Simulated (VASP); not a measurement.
Here is a VASP 6.6.1 calculation.

Contents of INCAR:

```
PREC = Accurate
ENCUT = 520
EDIFF = 1E-6
ISMEAR = 0
SIGMA = 0.05
LREAL = False
LASPH = True
NELM = 80
ALGO = Normal
ISIF = 2
LWAVE = False
LCHARG = False
GGA = PS
NBANDS = 11
```

File KPOINTS:

```
regular mesh
0
Gamma
  10 10 10
```

Contents of POSCAR:

```
MgO
1.0
    0.0000000000      2.0901029176      2.0901029176
    2.0901029176      0.0000000000      2.0901029176
    2.0901029176      2.0901029176      0.0000000000
Mg O
1 1
Direct
    0.0063090101      0.0063090101     -0.0063090101
    0.4904156203      0.4904156203      0.5095843797
```

Potentials or basis: VASP PAW PBE potentials, release 64 (Mg, O).

Launch:

```console
$ cat potpaw_PBE.64/Mg/POTCAR potpaw_PBE.64/O/POTCAR > POTCAR
$ mpirun -np 1 vasp_std > vasp.out
```

Problem. What does it give for the largest force?

Solution. 0.414 eV/Å.

Problem. Predict the pressure.

Solution. 4.0 GPa.

Problem. Predict the band gap on the k mesh.

Solution. 4.86 eV, direct.

Forces in eV/Å, atoms in the order of the input:
```
Mg   0.000  0.000 -0.414
O    0.000  0.000  0.414
```

Caveat: the PAW data sets were made with another functional, which shifts forces and pressure a little. A hybrid or GW would open this gap; PBEsol tends to underestimate it.
